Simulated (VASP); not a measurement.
Se: single point with PBE

The system is Se.

```
Se
1.0
    -2.67552    2.67552    5.10913
     2.67552   -2.67552    5.10913
     2.67552    2.67552   -5.10913
Se
6
Direct
  0.73882 0.73882 0.00000
  0.48882 0.98882 0.50000
  0.01118 0.51118 0.50000
  0.26118 0.26118 0.00000
  0.00000 0.00000 0.00000
  0.75000 0.25000 0.50000
```

The cell was built from a structure type or drawn by symmetry, and may not be a known phase.

- Program: VASP 6.6.1
- Task: single point
- Functional: PBE
- Potentials or basis: VASP PAW PBE potentials, release 64 (Se)
- Cutoff: 520 eV
- k mesh: 6 × 6 × 6
- Occupations: gaussian, width 0.1 eV
- Spin: no spin polarisation
- Dipole correction: no
- Further INCAR settings: ALGO = Normal; EDIFF = 1e-06; NBANDS = 27

```
Pressure               : 0.2 GPa
Band gap on the k mesh : zero (bands 18 and 19 overlap by 0.57 eV)
```

Stress tensor (GPa, compression positive):
```
0.24 0.00 0.00
0.00 0.24 0.00
0.00 0.00 0.12
```

Levels at points of the mesh, in eV from the Fermi level:
| k point | band 15 | band 16 | band 17 | band 18 | band 19 | band 20 | band 21 | band 22 |
| --- | --- | --- | --- | --- | --- | --- | --- | --- |
| (0.00, 0.00, 0.00) | -1.12 | -0.73 | 0.15 | 0.15 | 1.95 | 2.74 | 3.74 | 3.74 |
| (0.50, 0.00, 0.00) | -1.18 | -0.75 | -0.75 | -0.67 | -0.26 | -0.14 | 2.12 | 2.92 |
| (0.50, 0.50, 0.00) | -1.08 | -1.08 | -0.66 | -0.66 | 0.16 | 0.16 | 0.29 | 0.29 |
| (0.50, 0.50, 0.50) | -1.17 | -1.17 | -0.32 | -0.32 | 2.71 | 2.71 | 3.96 | 3.96 |

Run time: 71 s on 1 thread of AMD EPYC 9R45 96-Core Processor (Zen 5) (shared host), peak memory 0.31 GiB.
